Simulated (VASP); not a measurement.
# CsBr (Pm-3m) in VASP: notebook

The runs below take CsBr through relaxation of the atoms, with PBE.

Program: VASP 6.6.1. These are calculated values, not measurements. Logs are shortened: lines on timing, memory, paths and dates and some standing lists are left out, and cuts for length are marked.

**1. The cell of the first run**

The structure is cubic, space group Pm-3m (No. 221). The conventional cell has a = 3.648 Å, b = 3.648 Å, c = 3.648 Å, α = 90.00°, β = 90.00°, γ = 90.00°. Within 4.2 Å of Cs (site symmetry m-3m) lie 8 Br at 3.16 Å and 6 Cs at 3.65 Å. Within 4.2 Å of Br (site symmetry m-3m) lie 8 Cs at 3.16 Å and 6 Br at 3.65 Å.

**2. Relaxation of the atoms, PBE**

Contents of INCAR:

```
SYSTEM = CsBr
PREC = Accurate
ENCUT = 450
EDIFF = 1E-7
ISMEAR = -1
SIGMA = 0.03
LREAL = .False.
LASPH = .True.
NELM = 120
ALGO = Normal
ISIF = 2
LWAVE = .False.
LCHARG = .False.
GGA = PE
IBRION = 2
NSW = 50
EDIFFG = -0.01
GGA_COMPAT = .False.
NELMIN = 4
```

Contents of KPOINTS:

```
regular mesh
0
Gamma
  7 7 7
  0 0 0
```

Contents of POSCAR:

```
CsBr
1.0
    3.6483710781      0.0000000000      0.0000000000
    0.0000000000      3.6483710781      0.0000000000
    0.0000000000      0.0000000000      3.6483710781
Cs Br
1 1
Direct
    0.0000000000      0.0000000000      0.0000000000
    0.5000000000      0.5000000000      0.5000000000
```

Potentials or basis: VASP PAW PBE potentials, release 64 (Cs_sv, Br).

Started as:

```bash
$ cat potpaw_PBE.64/Cs_sv/POTCAR potpaw_PBE.64/Br/POTCAR > POTCAR
$ mpirun -np 1 vasp_std > vasp.out
```

OUTCAR:

```text
SYSTEM = CsBr
   PREC = Accurate
   ENCUT = 450
   EDIFF = 1E-7
   ISMEAR = -1
   LREAL = .False.
   LASPH = .True.
   NELM = 120
   ISIF = 2
   GGA = PE
   IBRION = 2
   NSW = 50
   EDIFFG = -0.01
   NELMIN = 4

 ion  position               nearest neighbor table
   1  0.000  0.000  0.000-
   2  0.500  0.500  0.500-

  LATTYP: Found a simple cubic cell.
 ALAT       =     3.6483710781

  Lattice vectors:

 A1 = (   3.6483710781,   0.0000000000,   0.0000000000)
 A2 = (   0.0000000000,   3.6483710781,   0.0000000000)
 A3 = (   0.0000000000,   0.0000000000,   3.6483710781)

Analysis of symmetry for initial positions (statically):
=====================================================================
 Subroutine PRICEL returns:
 Original cell was already a primitive cell.

 Routine SETGRP: Setting up the symmetry group for a
 simple cubic supercell.

 Subroutine GETGRP returns: Found 48 space group operations
 (whereof 48 operations were pure point group operations)
 out of a pool of 48 trial point group operations.

The static configuration has the point symmetry O_h .

Analysis of symmetry for dynamics (positions and initial velocities):
=====================================================================
 Subroutine PRICEL returns:
 Original cell was already a primitive cell.

 Routine SETGRP: Setting up the symmetry group for a
 simple cubic supercell.

 Subroutine GETGRP returns: Found 48 space group operations
 (whereof 48 operations were pure point group operations)
 out of a pool of 48 trial point group operations.

The dynamic configuration has the point symmetry O_h .

 Subroutine INISYM returns: Found 48 space group operations
 (whereof 48 operations are pure point group operations),
 and found     1 'primitive' translations

----------------------------------------------------------------------------------------

                                     Primitive cell

  volume of cell :      48.5621

  direct lattice vectors                    reciprocal lattice vectors
     3.648371078  0.000000000  0.000000000     0.274094926  0.000000000  0.000000000
     0.000000000  3.648371078  0.000000000     0.000000000  0.274094926  0.000000000
     0.000000000  0.000000000  3.648371078     0.000000000  0.000000000  0.274094926

  length of vectors
     3.648371078  3.648371078  3.648371078     0.274094926  0.274094926  0.274094926

  position of ions in fractional coordinates (direct lattice)
     0.000000000  0.000000000  0.000000000
     0.500000000  0.500000000  0.500000000

  ion indices of the primitive-cell ions
   primitive index   ion index
                 1           1
                 2           2

----------------------------------------------------------------------------------------

 KPOINTS: regular mesh

Automatic generation of k-mesh.
 Grid dimensions read from file:
 generate k-points for:    7    7    7

 Generating k-lattice:

  Cartesian coordinates                     Fractional coordinates (reciprocal lattice)
     0.039156418  0.000000000  0.000000000     0.142857143  0.000000000  0.000000000
     0.000000000  0.039156418  0.000000000     0.000000000  0.142857143  0.000000000
     0.000000000  0.000000000  0.039156418     0.000000000  0.000000000  0.142857143

  Length of vectors
     0.039156418  0.039156418  0.039156418

  Shift w.r.t. Gamma in fractional coordinates (k-lattice)
     0.000000000  0.000000000  0.000000000

 Subroutine IBZKPT returns following result:
 ===========================================

 Found     20 irreducible k-points:

 Following reciprocal coordinates:
            Coordinates               Weight
  0.000000  0.000000  0.000000      1.000000
  0.142857  0.000000  0.000000      6.000000
  0.285714  0.000000  0.000000      6.000000
  0.428571  0.000000  0.000000      6.000000
  0.142857  0.142857  0.000000     12.000000
  0.285714  0.142857  0.000000     24.000000
[... 12 lines left out ...]
  0.428571  0.428571  0.285714     24.000000
  0.428571  0.428571  0.428571      8.000000
   k-points           NKPTS =     20   k-points in BZ     NKDIM =     20   number of bands    NBANDS=     12
   number of dos      NEDOS =    301   number of ions     NIONS =      2
   total plane-waves  NPLWV =  21952
   dimension x,y,z NGX =    28 NGY =   28 NGZ =   28
   dimension x,y,z NGXF=    56 NGYF=   56 NGZF=   56
   ions per type =               1   1
   NGX,Y,Z   is equivalent  to a cutoff of  12.76, 12.76, 12.76 a.u.
   NGXF,Y,Z  is equivalent  to a cutoff of  25.52, 25.52, 25.52 a.u.
 SYSTEM =  CsBr
   PREC   = accura    normal or accurate (medium, high low for compatibility)
   ISTART =      0    job   : 0-new  1-cont  2-samecut
   ICHARG =      2    charge: 1-file 2-atom 10-const
   ISPIN  =      1    spin polarized calculation?
   LNONCOLLINEAR =      F non collinear calculations
   LSORBIT =      F    spin-orbit coupling
   LASPH  =      T    aspherical Exc in radial PAW
   ENCUT  =  450.0 eV  33.07 Ry    5.75 a.u.   6.31  6.31  6.31*2*pi/ulx,y,z
   NELM   =    120;   NELMIN=  4; NELMDL= -5     # of ELM steps
   EDIFF  = 0.1E-06   stopping-criterion for ELM
   LREAL  =      F    real-space projection
   EDIFFG = -.1E-01   stopping-criterion for IOM
   NSW    =     50    number of steps for IOM
   IBRION =      2    ionic relax: 0-MD 1-quasi-New 2-CG
   NFREE  =      1    steps in history (QN), initial steepest desc. (CG)
   ISIF   =      2    stress and relaxation
   ISYM   =      2    0-nonsym 1-usesym 2-fastsym
   POTIM  = 0.5000    time-step for ionic-motion
   TEBEG  =    0.0;   TEEND  =   0.0 temperature during run
   PSTRESS=    0.0 pullay stress
   NELECT =      16.0000    total number of electrons
   NUPDOWN=      -1.0000    fix difference up-down
   EMIN   =  10.00;   EMAX   =-10.00  energy-range for DOS
   EFERMI =   0.00;   METHOD = LEGACY
   ISMEAR =    -1;   SIGMA  =   0.03  broadening in eV -4-tet -1-fermi 0-gaus
   EFERMI_NEDOS =   21; number of points for ismear=-14 and -15
   IALGO  =     38    algorithm
   IMIX   =      4    mixing-type and parameters
     AMIX     =   0.40;   BMIX     =  1.00
     AMIX_MAG =   1.60;   BMIX_MAG =  1.00
  volume/ion in A,a.u.               =      24.28       163.86
  Fermi-wavevector in a.u.,A,eV,Ry     =   1.130705  2.136722 17.394951  1.278493
  Thomas-Fermi vector in A             =   2.267402
   LORBIT       =      0    0 simple, 1 ext, 2 COOP (PROOUT), +10 PAW based schemes
   GGA     = PE    functional components
   LHFCALC =     F    Hartree Fock is set to
   AEXX    =    0.0000 exact exchange contribution
   IVDW    =     0    specifies the selected vdW correction
   LEPSILON=     F    determine dielectric tensor
   LRPA    =     F    only Hartree local field effects (RPA)
 conjugate gradient relaxation of ions
 non-spin polarized calculation
  energy-cutoff  :      450.00
  volume of cell :       48.56
 maximum number of plane-waves:      1066
 NGX is ok and might be reduce to    28
   NGX = 13   NGY = 13   NGZ = 13

 number of electron      16.0000000 magnetization

 Free energy of the ion-electron system (eV)
  ---------------------------------------------------
  ext. energy  EPLUGINS =         0.00000000
  ---------------------------------------------------
  free energy    TOTEN  =        -4.19372244 eV

  energy without entropy =       -4.19372244  energy(sigma->0) =       -4.19372244

 E-fermi :   4.1002     XC(G=0): -10.4173

 val. band max:        3.5189572500   @ k =   0.0000   0.0000   0.0000
 cond. band min:       6.8452876276   @ k =   0.0000   0.0000   0.0000
 fundamental gap:      3.3263303776
 Fermi energy:         4.1002405208

 k-point     1 :       0.0000    0.0000    0.0000
  band No.  band energies     occupation
      1     -16.8204      2.00000
      2     -10.0140      2.00000
      3      -2.9463      2.00000
      4      -2.9463      2.00000
      5      -2.9463      2.00000
      6       3.5190      2.00000
      7       3.5190      2.00000
      8       3.5190      2.00000
      9       6.8453      0.00000
     10       6.8453      0.00000
     11      10.6225      0.00000
     12      13.5823      0.00000

 k-point     2 :       0.1429    0.0000    0.0000
  band No.  band energies     occupation
      1     -16.7462      2.00000
      2     -10.1221      2.00000
      3      -3.1101      2.00000
      4      -2.8466      2.00000
      5      -2.8466      2.00000
      6       2.8180      2.00000
      7       3.3055      2.00000
      8       3.3055      2.00000
      9       7.0494      0.00000
     10       7.7795      0.00000
     11      11.4307      0.00000
     12      13.4535      0.00000

 k-point     3 :       0.2857    0.0000    0.0000
  band No.  band energies     occupation
      1     -16.5678      2.00000
      2     -10.3962      2.00000
      3      -3.3237      2.00000
      4      -2.5987      2.00000
      5      -2.5987      2.00000
      6       1.5513      2.00000
      7       2.8021      2.00000
      8       2.8021      2.00000
      9       7.6375      0.00000
     10      10.0536      0.00000
     11      12.8004      0.00000
     12      12.9656      0.00000
[... 226 lines left out ...]
 k-point    19 :       0.4286    0.4286    0.2857
  band No.  band energies     occupation
      1     -15.9761      2.00000
      2      -9.8990      2.00000
      3      -4.3899      2.00000
      4      -4.3387      2.00000
      5      -3.4277      2.00000
      6       0.7689      2.00000
      7       1.1782      2.00000
      8       1.6532      2.00000
      9      11.1583      0.00000
     10      12.0269      0.00000
     11      12.3034      0.00000
     12      13.1303      0.00000

 k-point    20 :       0.4286    0.4286    0.4286
  band No.  band energies     occupation
      1     -15.8865      2.00000
      2      -9.7620      2.00000
      3      -4.1222      2.00000
      4      -4.0159      2.00000
      5      -4.0159      2.00000
      6       0.3204      2.00000
      7       0.3204      2.00000
      8       0.7187      2.00000
      9      12.7034      0.00000
     10      13.7122      0.00000
     11      13.7122      0.00000
     12      15.1669      0.00000

------------------------ aborting loop because EDIFF is reached ----------------------------------------

  FORCE on cell =-STRESS in cart. coord.  units (eV):
  Direction    XX          YY          ZZ          XY          YZ          ZX
  --------------------------------------------------------------------------------------
  -------------------------------------------------------------------------------------
  Total        8.5262263      8.5262263      8.5262263     -0.0000000      0.0000000     -0.0000000
  in kB      281.3004482    281.3004482    281.3004482     -0.0000000      0.0000000     -0.0000000
  external PRESSURE =     281.3004482 kB  Pullay stress =       0.0000000 kB

 VOLUME and BASIS-vectors are now :
 -----------------------------------------------------------------------------
  energy-cutoff  :      450.00
  volume of cell :       48.56
      direct lattice vectors                 reciprocal lattice vectors
     3.648371078  0.000000000  0.000000000     0.274094926  0.000000000  0.000000000
     0.000000000  3.648371078  0.000000000     0.000000000  0.274094926  0.000000000
     0.000000000  0.000000000  3.648371078     0.000000000  0.000000000  0.274094926

 POSITION                                       TOTAL-FORCE (eV/Angst)
 -----------------------------------------------------------------------------------
      0.00000      0.00000      0.00000         0.000000      0.000000      0.000000
      1.82419      1.82419      1.82419         0.000000      0.000000      0.000000
 -----------------------------------------------------------------------------------
    total drift:                                0.000000      0.000000      0.000000

  FREE ENERGIE OF THE ION-ELECTRON SYSTEM (eV)
  ---------------------------------------------------
  free  energy   TOTEN  =        -4.1937224441 eV

  energy  without entropy=       -4.1937224441  energy(sigma->0) =       -4.19372244

 reached required accuracy - stopping structural energy minimisation
```

It took 18 s on 1 thread of Oxide Virtual Turin-like, shared host; peak memory 0.12 GiB.

What came out:

```yaml
Free_energy: -4.1937 eV
Pressure_after_relaxing: 28.1 GPa
Band_gap_on_the_k_mesh: 3.33 eV
```

Final structure:
```
CELL_PARAMETERS angstrom
3.64837 0.00000 0.00000
0.00000 3.64837 0.00000
0.00000 0.00000 3.64837
ATOMIC_POSITIONS crystal
Cs 0.00000 0.00000 0.00000
Br 0.50000 0.50000 0.50000
```

Levels at points of the mesh, in eV from the valence-band top:
```csv
k point,band 5,band 6,band 7,band 8,band 9,band 10,band 11,band 12
"(0.00, 0.00, 0.00)",-6.47,0.00,0.00,0.00,3.33,3.33,7.10,10.06
```

Caveat: the relaxation stopped at its first step, so nothing moved; spin-orbit coupling is left out, which moves the levels of the heavy elements; an odd mesh through Γ misses points on the zone boundary, where band edges can lie.

[end of part 1 of 3]
